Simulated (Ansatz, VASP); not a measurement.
# V: VASP beside Ansatz

```
V
1.0
     0.00000    1.86553    1.86553
     1.86553    0.00000    1.86553
     1.86553    1.86553    0.00000
V
1
Direct
  0.00000 0.00000 0.00000
```

Alike in both runs: functional LDA; k mesh 14 × 14 × 14; occupations fermi-dirac, width 0.1 eV; no spin polarisation.

Ansatz relaxed the structure, and its values are those at the end. VASP's run is a single point on that final structure, the one shown.

|  | VASP | Ansatz |
| --- | --- | --- |
| version | VASP 6.6.1 | Ansatz 0.2.0 |
| potentials or method | VASP PAW LDA potentials, release 64 (V_sv), cutoff 520 eV | plane waves (420 eV) with PAW, scalar-relativistic |
| valence electrons in the cell | 13 | 13 |

```csv
,VASP,Ansatz,Ansatz less VASP
pressure (GPa),0.4,0.0,-0.39
```

Ansatz warns that its potentials were made for another functional, while VASP's fit it. LDA's correlation is that of Perdew and Zunger in VASP and of Perdew and Wang (1992) in Ansatz.
